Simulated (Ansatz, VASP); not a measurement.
**One calculation of Hf2SiO4, two programs**

```
Hf Si O
1.0
     0.00000    4.33848    4.33848
     4.33848    0.00000    4.33848
     4.33848    4.33848    0.00000
Hf Si O
4 2 8
Cartesian
  1.0846 3.2539 3.2539
  3.2539 1.0846 3.2539
  3.2539 3.2539 1.0846
  1.0846 1.0846 1.0846
  6.5077 6.5077 6.5077
  4.3385 4.3385 4.3385
  5.5559 5.5559 7.4596
  5.5559 7.4596 5.5559
  7.4596 5.5559 5.5559
  7.4596 7.4596 7.4596
  3.3866 5.2904 5.2904
  5.2904 3.3866 5.2904
  5.2904 5.2904 3.3866
  3.3866 3.3866 3.3866
```

Alike in both runs: functional PBE; k mesh 3 × 3 × 3; occupations gaussian, width 0.2 eV; no spin polarisation.

Ansatz relaxed the structure, and its values are those at the end. VASP's run is a single point on that final structure, the one shown.

```csv
,VASP,Ansatz
version,VASP 6.6.1,Ansatz 0.2.0
potentials or method,"VASP PAW PBE potentials, release 64 (Hf_pv, Si, O), cutoff 520 eV","scalar-relativistic, plane waves, PAW"
valence electrons in the cell,96,160
```

```tsv
	VASP	Ansatz	Ansatz less VASP
gap on the k mesh at the Fermi level (eV)	none	none	-
pressure (GPa)	-1.8	-0.3	+1.47
rms of the force components (eV/Å)	0.073	0.010	-0.0628
```

A gap of «none» marks a metal or a gap that the smearing closes. The functional is the same, so the differences come from potentials, cutoffs and numerics. VASP's potentials hold 96 valence electrons a cell and Ansatz's 160, so a difference there can come from the potentials and not from the codes.

The k mesh is coarse, so the values compare programs but aren't converged. Spin-orbit coupling is off throughout.
